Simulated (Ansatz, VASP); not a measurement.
**SrO in VASP and in Ansatz**

```xyz
2
Lattice="0.0000 2.7922 2.7922 2.7922 0.0000 2.7922 2.7922 2.7922 0.0000" Properties=species:S:1:pos:R:3 pbc="T T T"
Sr    0.2000    0.0000    0.0000
O     1.3961    1.3961    1.3961
```

Alike in both runs: task single point; functional r2SCAN; k mesh 8 × 8 × 8; occupations gaussian, width 0.05 eV; no spin polarisation.

```csv
,VASP,Ansatz
version,VASP 6.6.1,Ansatz 0.2.0
potentials or method,"VASP PAW PBE potentials, release 64 (Sr_sv, O), cutoff 520 eV","scalar-relativistic, plane waves, PAW"
valence electrons in the cell,16,16
```

Ansatz gave:

```
gap on the k mesh at the Fermi level (eV)                     : 2.83
least direct gap on the mesh (eV)                             : 3.60
pressure (GPa)                                                : 1.1
traceless stress, the component that is largest in VASP (GPa) : 4.04
rms of the force components (eV/Å)                            : 0.607
```

Q: Estimate VASP's values.

A: gap on the k mesh at the Fermi level (eV): 2.84; least direct gap on the mesh (eV): 3.61; pressure (GPa): 1.6; traceless stress, the component that is largest in VASP (GPa): 4.36; rms of the force components (eV/Å): 0.638.

VASP's potentials were made for PBE, not for r2SCAN. Atom by atom the forces differ by 0.030 eV/Å (rms over components). With one functional, cell and mesh, what is left measures potentials, basis and numerics.
